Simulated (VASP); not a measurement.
# SnO2 in VASP: notebook, part 2 of 2

VASP 6.6.1. The steps go on from the part before.

### Step 3. Single point, PBE

INCAR reads:

```
SYSTEM = SnO2
PREC = Accurate
ENCUT = 520
EDIFF = 1E-6
ISMEAR = -1
SIGMA = 0.1861
LREAL = Auto
LASPH = .True.
NELM = 100
ALGO = Normal
ISIF = 2
LWAVE = .False.
LCHARG = .False.
GGA = PE
NBANDS = 122
ISYM = 0
```

KPOINTS reads:

```
Automatic mesh
0
Gamma
  1 1 1
  0 0 0
```

POSCAR reads:

```
SnO2
1.0
    6.7155290000      0.0495070000     -0.2513230000
    0.0495070000      6.9412360000     -0.0896220000
   -0.2513230000     -0.0896220000      7.0388050000
Sn O
8 16
Direct
    0.4635520073      0.6263818427      0.5487409972
    0.1564063289      0.2444284713      0.8065085872
    0.6442813513      0.1588407058      0.7207411405
    0.4501936617      0.6876934660      0.0329425926
    1.0139317792      0.9423614741      0.3955179461
    0.4774687860      0.1514620552      0.1985887121
    0.0073663279      0.3786170269      0.2681687791
    0.9056007121      0.6585646363      0.8579493490
    0.4940297350      1.0685125803      0.4889638610
    0.1721072555      0.5074778718      0.4642073042
    0.4629248395      0.7963200111      0.2962347233
    0.3754121678      1.0532495089     -0.0815543207
    0.8138329682      0.7195394482      0.5778664855
    0.3101440505      0.9678910754      0.5790506581
   -0.1065094860      0.6347452218      0.1940641704
    0.8073301372      0.1471863966      0.2356676696
    0.6012042361      0.5843140031      0.8288501872
    0.9485834656      0.1734664058      0.6145341785
    0.4135024533      0.3512249126     -0.3103225397
    0.1795003038      0.1136566510      0.2523616851
    0.7824296401      0.9740065722     -0.0853559686
    0.2012844558      0.7169077953      0.8805224926
    0.9214337974      0.3760882345      0.9514027290
    0.3557276148      0.4309972122      0.1826155666
```

Potentials or basis: VASP PAW PBE potentials, release 64 (Sn_d, O).

Command:

```sh
$ cat potpaw_PBE.64/Sn_d/POTCAR potpaw_PBE.64/O/POTCAR > POTCAR
$ mpirun -np 1 vasp_gam > vasp.out
```

OUTCAR:

```text
SYSTEM = SnO2
   PREC = Accurate
   ENCUT = 520
   EDIFF = 1E-6
   ISMEAR = -1
   LREAL = Auto
   LASPH = .True.
   NELM = 100
   ISIF = 2
   GGA = PE
   ISYM = 0

 ion  position               nearest neighbor table
   1  0.464  0.626  0.549-  17 2.14  11 2.16  10 2.17  19 2.22  13 2.44  14 2.58   4 3.43   8 3.56
                             3 3.65   4 3.66
   2  0.156  0.244  0.807-  18 1.93  12 2.09  19 2.12  23 2.12  14 2.71   8 3.34   3 3.42   6 3.45
                             3 3.51   7 3.57   5 3.61
[... 327 lines left out ...]
  Total       -7.3409341     -0.0809960     14.2198712     -1.0310823     16.3727897      3.9011659
  in kB      -35.9019517     -0.3961232     69.5444368     -5.0426642     80.0736113     19.0792435
  external PRESSURE =      11.0821206 kB  Pullay stress =       0.0000000 kB

 VOLUME and BASIS-vectors are now :
 -----------------------------------------------------------------------------
  energy-cutoff  :      520.00
  volume of cell :      327.60
      direct lattice vectors                 reciprocal lattice vectors
     6.715529000  0.049507000 -0.251323000     0.149114711 -0.000994951  0.005311525
     0.049507000  6.941236000 -0.089622000    -0.000994951  0.144096888  0.001799197
    -0.251323000 -0.089622000  7.038805000     0.005311525  0.001799197  0.142282128

 POSITION                                       TOTAL-FORCE (eV/Angst)
 -----------------------------------------------------------------------------------
      3.00610      4.32163      3.68984        -0.934229      0.385728     -1.213652
      0.85976      1.63210      5.61564         1.880510      0.095201      0.767379
      4.15341      1.06985      4.89700         2.077759     -1.097040      3.615912
      3.04905      4.79278      0.05710        -0.660117     -0.553055      2.634180
      0.04081      6.50640      2.69602        -1.761048     -2.206439     -0.045802
      3.16404      1.05717      1.26425         0.059313     -0.429834     -0.365734
[... 16 lines left out ...]
      5.96743      2.57087      6.43145         1.561034     -1.155056     -1.167344
      2.36434      2.99290      1.15737         1.500223     -0.852382     -1.532833
 -----------------------------------------------------------------------------------
    total drift:                                0.004912      0.010126      0.007302

  FREE ENERGIE OF THE ION-ELECTRON SYSTEM (eV)
  ---------------------------------------------------
  free  energy   TOTEN  =      -133.0427089246 eV

  energy  without entropy=     -132.8093052728  energy(sigma->0) =     -132.92600710
```

OSZICAR:

```text
N       E                     dE             d eps       ncg     rms          rms(c)
DAV:   1     0.462922793893E+04    0.46292E+04   -0.98843E+04   300   0.299E+03
DAV:   2     0.116337753813E+04   -0.34659E+04   -0.32718E+04   244   0.999E+02
DAV:   3     0.135663500988E+02   -0.11498E+04   -0.10953E+04   270   0.354E+02
DAV:   4    -0.152228514678E+03   -0.16579E+03   -0.16075E+03   296   0.146E+02
DAV:   5    -0.159648702599E+03   -0.74202E+01   -0.73304E+01   272   0.322E+01    0.306E+01
DAV:   6    -0.132827402997E+03    0.26821E+02   -0.10223E+02   376   0.819E+01    0.115E+01
DAV:   7    -0.133377577183E+03   -0.55017E+00   -0.16284E+01   280   0.149E+01    0.706E+00
DAV:   8    -0.133116098100E+03    0.26148E+00   -0.16592E+00   304   0.763E+00    0.372E+00
DAV:   9    -0.133053729024E+03    0.62369E-01   -0.61108E-01   312   0.397E+00    0.105E+00
DAV:  10    -0.133040756735E+03    0.12972E-01   -0.11742E-01   344   0.224E+00    0.535E-01
DAV:  11    -0.133041047433E+03   -0.29070E-03   -0.49926E-02   312   0.987E-01    0.291E-01
DAV:  12    -0.133042069444E+03   -0.10220E-02   -0.72041E-03   312   0.452E-01    0.201E-01
DAV:  13    -0.133042671637E+03   -0.60219E-03   -0.25435E-03   352   0.268E-01    0.103E-01
DAV:  14    -0.133042688096E+03   -0.16459E-04   -0.70474E-04   328   0.148E-01    0.505E-02
DAV:  15    -0.133042690973E+03   -0.28764E-05   -0.16107E-04   320   0.612E-02    0.240E-02
DAV:  16    -0.133042706000E+03   -0.15027E-04   -0.59211E-05   336   0.395E-02    0.161E-02
DAV:  17    -0.133042708354E+03   -0.23539E-05   -0.16329E-05   320   0.213E-02    0.704E-03
DAV:  18    -0.133042708925E+03   -0.57081E-06   -0.58844E-06   248   0.101E-02
   1 F= -.13304271E+03 E0= -.13292601E+03  d E =-.233404E+00
```

It took 2.2 min on 1 thread of Intel Xeon Platinum 8259CL at 2.50GHz (Skylake/Cascade Lake), shared host; peak memory 0.33 GiB.

What came out:

```
Free energy            : -133.0427 eV
Pressure               : 1.1 GPa
Largest force          : 4.312 eV/Å
Band gap on the k mesh : 1.10 eV
```

Forces on the atoms (eV/Å):
```
Sn  -0.934  0.386 -1.214
Sn   1.881  0.095  0.767
Sn   2.078 -1.097  3.616
Sn  -0.660 -0.553  2.634
Sn  -1.761 -2.206 -0.046
Sn   0.059 -0.430 -0.366
Sn   0.214 -0.345 -1.559
Sn  -0.470  2.852  1.303
O   -1.100 -0.962 -0.743
O    0.817  1.512  2.927
O    0.307 -0.137 -1.291
O    1.031  1.165  1.552
O   -0.132  0.335 -0.391
O    1.132 -0.572 -0.212
O   -0.280  2.356 -1.253
O   -1.932  0.419  1.420
O    1.452  1.152  0.179
O   -1.613 -1.018 -1.874
O   -0.838 -0.264  0.165
O   -0.464  0.858 -0.780
O   -0.415 -1.084 -0.932
O   -1.432 -0.455 -1.202
O    1.561 -1.155 -1.167
O    1.500 -0.852 -1.533
```

Caveat: the k points lie up to 0.94 Å⁻¹ apart; spin-orbit coupling is left out, which moves the levels of the heavy elements.

### Step 4. Single point, PBE

INCAR reads:

```
SYSTEM = SnO2
PREC = Accurate ; ENCUT = 520
EDIFF = 1E-6 ; ISMEAR = -1
SIGMA = 0.1861 ; LREAL = Auto
LASPH = .True. ; NELM = 80
ALGO = Normal ; ISIF = 2
LWAVE = .False. ; LCHARG = .False.
GGA = PE ; NBANDS = 122
ISYM = 0
```

KPOINTS reads:

```
regular mesh
0
Gamma
  1 1 1
  0 0 0
```

POSCAR reads:

```
SnO2
1.0
    6.7155290000      0.0495070000     -0.2513230000
    0.0495070000      6.9412360000     -0.0896220000
   -0.2513230000     -0.0896220000      7.0388050000
Sn O
8 16
Direct
    0.4816776429      0.5847411637      0.5527864947
    0.1751022797      0.3118183431      0.8270457860
    0.6776621454      0.1346065130      0.6971457212
    0.4483788187      0.7108642821      0.0396848597
    0.9970992953      0.9170098518      0.4056279785
    0.4794922575      0.1566551735      0.2327749075
    0.0152615992      0.3984210878      0.2914390846
    0.9001964744      0.7426198880      0.9072206373
    0.4826803651      0.9888735491      0.4811065945
    0.1639698314      0.4485091925      0.5108545670
    0.4077514597      0.6861719123      0.3115276555
    0.3674445932      0.9718687344      0.0241606490
    0.8294694827      0.8119597800      0.5801142691
    0.2828400048      0.9530136966      0.5731353819
   -0.0313733783      0.6891792431      0.2416546233
    0.7486921715      0.2233016428      0.4143949580
    0.5706752792      0.7288260298      0.8166398515
    0.9815578669      0.1436654270      0.6912211165
    0.4812030086      0.3246528379     -0.2420735593
    0.1092339426      0.1284942804      0.2122689741
    0.8567995840      0.9560376262      0.0597438693
    0.1949824823      0.6288393625      0.8701927989
    0.9171005352      0.4043520702      0.9831630936
    0.3747161398      0.4173763221      0.0645112182
```

Potentials or basis: VASP PAW PBE potentials, release 64 (Sn_d, O).

Command:

```sh
$ cat potpaw_PBE.64/Sn_d/POTCAR potpaw_PBE.64/O/POTCAR > POTCAR
$ mpirun -np 1 vasp_gam > vasp.out
```

OUTCAR:

```text
SYSTEM = SnO2
   PREC = Accurate
   ENCUT = 520
   EDIFF = 1E-6
   ISMEAR = -1
   LREAL = Auto
   LASPH = .True.
   NELM = 80
   ISIF = 2
   GGA = PE
   ISYM = 0

 ion  position               nearest neighbor table
   1  0.482  0.585  0.553-  11 1.89  17 2.14  19 2.34  10 2.34  13 2.83   3 3.52   2 3.53   4 3.54
                             6 3.68   4 3.73   7 3.75
   2  0.175  0.312  0.827-  18 1.94  19 2.15  24 2.18  23 2.20  22 2.22  10 2.44   1 3.53   8 3.55
                             7 3.55   6 3.57   4 3.58   3 3.63   3 3.75
   3  0.678  0.135  0.697-  19 1.92  18 2.05   9 2.17  16 2.19  13 2.59   5 3.39   8 3.40   6 3.45
                             1 3.52   2 3.63   2 3.75
   4  0.448  0.711  0.040-  17 1.83  12 1.89  11 1.97  22 2.08  24 2.12   8 3.25   6 3.35   1 3.54
                             2 3.58   1 3.73   8 3.74
   5  0.997  0.917  0.406-  13 1.89  15 1.94  14 2.19  20 2.21  18 2.53  21 2.57  16 2.69   3 3.39
                             7 3.46   7 3.67   8 3.70
   6  0.479  0.157  0.233-  12 2.04   9 2.13  16 2.19  24 2.26  20 2.49   4 3.35   3 3.45   7 3.57
                             2 3.57   1 3.68
   7  0.015  0.398  0.291-  10 1.81  20 2.05  15 2.07  23 2.22  16 2.40   5 3.46   2 3.55   6 3.57
                             5 3.67   8 3.69   1 3.75
   8  0.900  0.743  0.907-  21 1.84  22 2.15  17 2.26  13 2.38  15 2.40  23 2.42   4 3.25   3 3.40
                             2 3.55   7 3.69   5 3.70   4 3.74
   9  0.483  0.989  0.481-  14 1.56   6 2.13   3 2.17
  10  0.164  0.449  0.511-   7 1.81   1 2.34   2 2.44
  11  0.408  0.686  0.312-   1 1.89   4 1.97
  12  0.367  0.972  0.024-   4 1.89   6 2.04
  13  0.829  0.812  0.580-   5 1.89   8 2.38   3 2.59   1 2.83
  14  0.283  0.953  0.573-   9 1.56   5 2.19
  15  0.969  0.689  0.242-   5 1.94   7 2.07   8 2.40
  16  0.749  0.223  0.414-   6 2.19   3 2.19   7 2.40   5 2.69
  17  0.571  0.729  0.817-   4 1.83   1 2.14   8 2.26
  18  0.982  0.144  0.691-   2 1.94   3 2.05   5 2.53
  19  0.481  0.325  0.758-   3 1.92   2 2.15   1 2.34
  20  0.109  0.128  0.212-   7 2.05   5 2.21   6 2.49
  21  0.857  0.956  0.060-   8 1.84   5 2.57
  22  0.195  0.629  0.870-   4 2.08   8 2.15   2 2.22
  23  0.917  0.404  0.983-   2 2.20   7 2.22   8 2.42
  24  0.375  0.417  0.065-   4 2.12   2 2.18   6 2.26

IMPORTANT INFORMATION: All symmetrisations will be switched off!
NOSYMM: (Re-)initialisation of all symmetry stuff for point group C_1.

----------------------------------------------------------------------------------------

                                     Primitive cell

  volume of cell :     327.6000

  direct lattice vectors                    reciprocal lattice vectors
     6.715529000  0.049507000 -0.251323000     0.149114711 -0.000994951  0.005311525
     0.049507000  6.941236000 -0.089622000    -0.000994951  0.144096888  0.001799197
    -0.251323000 -0.089622000  7.038805000     0.005311525  0.001799197  0.142282128

  length of vectors
     6.720412483  6.941991087  7.043860531     0.149212597  0.144111554  0.142392603

  position of ions in fractional coordinates (direct lattice)
     0.481677643  0.584741164  0.552786495
     0.175102280  0.311818343  0.827045786
     0.677662145  0.134606513  0.697145721
     0.448378819  0.710864282  0.039684860
     0.997099295  0.917009852  0.405627978
     0.479492257  0.156655173  0.232774908
[... 16 lines left out ...]
     0.917100535  0.404352070  0.983163094
     0.374716140  0.417376322  0.064511218

  ion indices of the primitive-cell ions
   primitive index   ion index
                 1           1
                 2           2
                 3           3
                 4           4
                 5           5
                 6           6
[... 16 lines left out ...]
                23          23
                24          24

----------------------------------------------------------------------------------------

 KPOINTS: regular mesh

Automatic generation of k-mesh.
 Grid dimensions read from file:
 generate k-points for:    1    1    1

 Generating k-lattice:

  Cartesian coordinates                     Fractional coordinates (reciprocal lattice)
     0.149114711 -0.000994951  0.005311525     1.000000000 -0.000000000  0.000000000
    -0.000994951  0.144096888  0.001799197     0.000000000  1.000000000  0.000000000
     0.005311525  0.001799197  0.142282128     0.000000000  0.000000000  1.000000000

  Length of vectors
     0.149212597  0.144111554  0.142392603

  Shift w.r.t. Gamma in fractional coordinates (k-lattice)
     0.000000000  0.000000000  0.000000000

 Subroutine IBZKPT returns following result:
 ===========================================

 Found      1 irreducible k-points:

 Following reciprocal coordinates:
            Coordinates               Weight
  0.000000  0.000000  0.000000      1.000000
   k-points           NKPTS =      1   k-points in BZ     NKDIM =      1   number of bands    NBANDS=    122
   number of dos      NEDOS =    301   number of ions     NIONS =     24
   total plane-waves  NPLWV = 145800
   dimension x,y,z NGX =    50 NGY =   54 NGZ =   54
   dimension x,y,z NGXF=   100 NGYF=  108 NGZF=  108
   ions per type =               8  16
   NGX,Y,Z   is equivalent  to a cutoff of  12.37, 12.93, 12.74 a.u.
   NGXF,Y,Z  is equivalent  to a cutoff of  24.74, 25.86, 25.49 a.u.
 SYSTEM =  SnO2
   PREC   = accura    normal or accurate (medium, high low for compatibility)
   ISTART =      0    job   : 0-new  1-cont  2-samecut
   ICHARG =      2    charge: 1-file 2-atom 10-const
   ISPIN  =      1    spin polarized calculation?
   LNONCOLLINEAR =      F non collinear calculations
   LSORBIT =      F    spin-orbit coupling
   LASPH  =      T    aspherical Exc in radial PAW
   ENCUT  =  520.0 eV  38.22 Ry    6.18 a.u.  12.50 12.91 13.10*2*pi/ulx,y,z
   NELM   =     80;   NELMIN=  2; NELMDL= -5     # of ELM steps
   EDIFF  = 0.1E-05   stopping-criterion for ELM
   LREAL  =      T    real-space projection
   EDIFFG = 0.1E-04   stopping-criterion for IOM
   NSW    =      0    number of steps for IOM
   IBRION =     -1    ionic relax: 0-MD 1-quasi-New 2-CG
   NFREE  =      0    steps in history (QN), initial steepest desc. (CG)
   ISIF   =      2    stress and relaxation
   ISYM   =      0    0-nonsym 1-usesym 2-fastsym
   POTIM  = 0.5000    time-step for ionic-motion
   TEBEG  =    0.0;   TEEND  =   0.0 temperature during run
   PSTRESS=    0.0 pullay stress
   NELECT =     208.0000    total number of electrons
   NUPDOWN=      -1.0000    fix difference up-down
   EMIN   =  10.00;   EMAX   =-10.00  energy-range for DOS
   EFERMI =   0.00;   METHOD = LEGACY
   ISMEAR =    -1;   SIGMA  =   0.19  broadening in eV -4-tet -1-fermi 0-gaus
   EFERMI_NEDOS =   21; number of points for ismear=-14 and -15
   IALGO  =     38    algorithm
   IMIX   =      4    mixing-type and parameters
     AMIX     =   0.40;   BMIX     =  1.00
     AMIX_MAG =   1.60;   BMIX_MAG =  1.00
  volume/ion in A,a.u.               =      13.65        92.11
  Fermi-wavevector in a.u.,A,eV,Ry     =   1.407067  2.658970 26.937310  1.979836
  Thomas-Fermi vector in A             =   2.529363
   LORBIT       =      0    0 simple, 1 ext, 2 COOP (PROOUT), +10 PAW based schemes
   GGA     = PE    functional components
   LHFCALC =     F    Hartree Fock is set to
   AEXX    =    0.0000 exact exchange contribution
   IVDW    =     0    specifies the selected vdW correction
   LEPSILON=     F    determine dielectric tensor
   LRPA    =     F    only Hartree local field effects (RPA)
 non-spin polarized calculation
  energy-cutoff  :      520.00
  volume of cell :      327.60
 maximum number of plane-waves:      4411
 NGX is ok and might be reduce to    50
   NGX = 25   NGY = 25   NGZ = 27

 number of electron     208.0000019 magnetization

 Free energy of the ion-electron system (eV)
  ---------------------------------------------------
  ext. energy  EPLUGINS =         0.00000000
  ---------------------------------------------------
  free energy    TOTEN  =      -131.69372786 eV

  energy without entropy =     -131.58627524  energy(sigma->0) =     -131.64000155

 E-fermi :   6.0751     XC(G=0): -10.6030

 val. band max:        5.3069099128   @ k =   0.0000   0.0000   0.0000
 cond. band min:       6.7967435891   @ k =   0.0000   0.0000   0.0000
 fundamental gap:      1.4898336763
 Fermi energy:         6.0751227018

 k-point     1 :       0.0000    0.0000    0.0000
  band No.  band energies     occupation
      1     -16.5688      2.00000
      2     -16.4707      2.00000
      3     -16.3449      2.00000
      4     -16.2088      2.00000
      5     -16.1015      2.00000
      6     -16.0883      2.00000
[... 108 lines left out ...]
    115      10.8847      0.00000
    116      10.9096      0.00000
 [bands above 116 left out]

------------------------ aborting loop because EDIFF is reached ----------------------------------------

  FORCE on cell =-STRESS in cart. coord.  units (eV):
  Direction    XX          YY          ZZ          XY          YZ          ZX
  --------------------------------------------------------------------------------------
  -------------------------------------------------------------------------------------
  Total        4.4644042     15.0159082     17.9487911     -3.5881866      9.9871201     -4.3007343
  in kB       21.8338457     73.4375766     87.7812850    -17.5485707     48.8435256    -21.0333932
  external PRESSURE =      61.0175691 kB  Pullay stress =       0.0000000 kB

 VOLUME and BASIS-vectors are now :
 -----------------------------------------------------------------------------
  energy-cutoff  :      520.00
  volume of cell :      327.60
      direct lattice vectors                 reciprocal lattice vectors
     6.715529000  0.049507000 -0.251323000     0.149114711 -0.000994951  0.005311525
     0.049507000  6.941236000 -0.089622000    -0.000994951  0.144096888  0.001799197
    -0.251323000 -0.089622000  7.038805000     0.005311525  0.001799197  0.142282128

 POSITION                                       TOTAL-FORCE (eV/Angst)
 -----------------------------------------------------------------------------------
      3.12474      4.03313      3.71749        -0.841890     -0.394096      2.199141
      0.98349      2.09895      5.74946         0.454192      2.172850      1.275179
      4.38232      0.90540      4.72470         2.009207     -1.861882      0.036537
      3.03632      4.95292      0.10294        -3.086363     -2.933450      3.135352
      6.63950      6.37819      2.52236         2.724502      2.921181     -2.005033
      3.16930      1.09026      1.50391        -1.689177      1.042750     -1.467284
[... 16 lines left out ...]
      5.93174      2.76399      6.65357        -0.116732      0.762233     -0.191659
      2.52087      2.90988      0.32250         0.345717     -3.014766      2.221218
 -----------------------------------------------------------------------------------
    total drift:                               -0.019268      0.020955      0.005522

  FREE ENERGIE OF THE ION-ELECTRON SYSTEM (eV)
  ---------------------------------------------------
  free  energy   TOTEN  =      -131.6937278625 eV

  energy  without entropy=     -131.5862752414  energy(sigma->0) =     -131.64000155
```

Run time: 2.4 min. Hardware: 1 thread of Intel Xeon Platinum 8259CL at 2.50GHz (Skylake/Cascade Lake), shared host; peak memory 0.34 GiB.

What came out:

| Property | Result |
| --- | --- |
| Free energy | -131.6937 eV |
| Pressure | 6.1 GPa |
| Largest force | 6.354 eV/Å |
| Band gap on the k mesh | 1.49 eV |

Forces on the atoms (eV/Å):
```
Sn  -0.842 -0.394  2.199
Sn   0.454  2.173  1.275
Sn   2.009 -1.862  0.037
Sn  -3.086 -2.933  3.135
Sn   2.725  2.921 -2.005
Sn  -1.689  1.043 -1.467
Sn  -2.822 -0.549 -5.119
Sn   2.064 -3.849 -1.590
O   -1.780  0.223  1.408
O    3.618  0.810  5.160
O    0.266  0.276 -0.825
O    0.695  3.348  0.103
O   -1.719 -0.936  2.923
O    1.107 -0.220 -0.331
O   -0.193 -2.228 -0.908
O   -0.515  0.675 -1.289
O    3.530 -0.353 -4.081
O   -0.427 -1.155 -0.536
O   -0.547  1.254 -1.559
O    1.305  0.450  2.263
O   -2.893  2.690  0.356
O   -1.489  0.870 -1.178
O   -0.117  0.762 -0.192
O    0.346 -3.015  2.221
```

Caveat: the k points lie up to 0.94 Å⁻¹ apart; spin-orbit coupling is left out, which moves the levels of the heavy elements.
